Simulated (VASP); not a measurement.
A run of VASP 6.6.1:

File INCAR:

```
PREC     = Accurate       # precision mode
ENCUT    = 600            # plane-wave cutoff, eV
EDIFF    = 1E-7           # SCF threshold, eV
ISMEAR   = 0              # smearing method
SIGMA    = 0.05           # smearing width, eV
LREAL    = F              # projectors in reciprocal space
LASPH    = T              # aspherical terms in the spheres
NELM     = 100            # most SCF steps
ALGO     = Fast           # electronic algorithm
ISIF     = 3              # what is computed and relaxed
LWAVE    = F              # write WAVECAR
LCHARG   = F              # write CHGCAR
GGA      = PE             # functional
IBRION   = 2              # ionic algorithm
NSW      = 80             # ionic steps
EDIFFG   = -0.03          # ionic threshold
```

File KPOINTS:

```
Automatic mesh
0
Gamma
  8 8 4
```

File POSCAR:

```
Hf
1.0
    3.1967000000      0.0000000000      0.0000000000
   -1.5983500000      2.7684234083      0.0000000000
    0.0000000000      0.0000000000      5.0578000000
Hf
2
Direct
    0.3333333333      0.6666666667      0.2500000000
    0.6666666667      0.3333333333      0.7500000000
```

Potentials or basis: VASP PAW PBE potentials, release 64 (Hf_pv).

Launch:

```sh
$ cat potpaw_PBE.64/Hf_pv/POTCAR > POTCAR
$ mpirun -np 1 vasp_std > vasp.out
```

Hardware: 1 thread of Intel(R) Xeon(R) Platinum 8175M CPU @ 2.50GHz (Skylake/Cascade Lake), on a shared host.

Q: Estimate the wall time of this run.

A: Wall time 61 s on 1 thread of Intel(R) Xeon(R) Platinum 8175M CPU @ 2.50GHz (Skylake/Cascade Lake), on a shared host, peak memory 0.19 GiB. Counts: scf iterations 29, k points 30, ion steps 3.
